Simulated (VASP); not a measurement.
Ta2C, 3 atoms in the cell. Symmetry: P-3m1, No. 164, trigonal system. The conventional cell has a = 3.045 Å, b = 3.045 Å, c = 4.845 Å, α = 90.00°, β = 90.00°, γ = 120.00°. Ta (site symmetry 3m) has 3 C at 2.15 Å within 2.8 Å. Within 2.8 Å of C (site symmetry -3m) lie 6 Ta at 2.15 Å.  This cell differs from its parent crystal: volume scaled by 0.94, then relaxed in part.

```yaml
Program: VASP 6.6.1
Task: single point
Functional: r2SCAN
Potentials_or_basis: VASP PAW PBE potentials, release 64 (Ta_pv, C)
Cutoff: 520 eV
k_mesh: 18 × 18 × 8
Occupations: gaussian, width 0.1 eV
Spin: no spin polarisation
Dipole_correction: no
Further_INCAR_settings: ALGO = Normal; EDIFF = 1e-06; NBANDS = 20
```

Potentials or basis: VASP PAW PBE potentials, release 64 (Ta_pv, C).

Run with:

```console
$ cat potpaw_PBE.64/Ta_pv/POTCAR potpaw_PBE.64/C/POTCAR > POTCAR
$ cp INCAR.step1 INCAR
$ mpirun -np 1 vasp_std > vasp.out
$ cp INCAR.step2 INCAR
$ mpirun -np 1 vasp_std > vasp.out
```

Hardware: 1 thread of Intel Xeon 6975P-C (shared host).

Question: How long does it take, and how much memory?

Answer: Run time: 5.7 min on 1 thread of Intel Xeon 6975P-C, on a shared host, peak memory 0.32 GiB. Counts: k points 266.
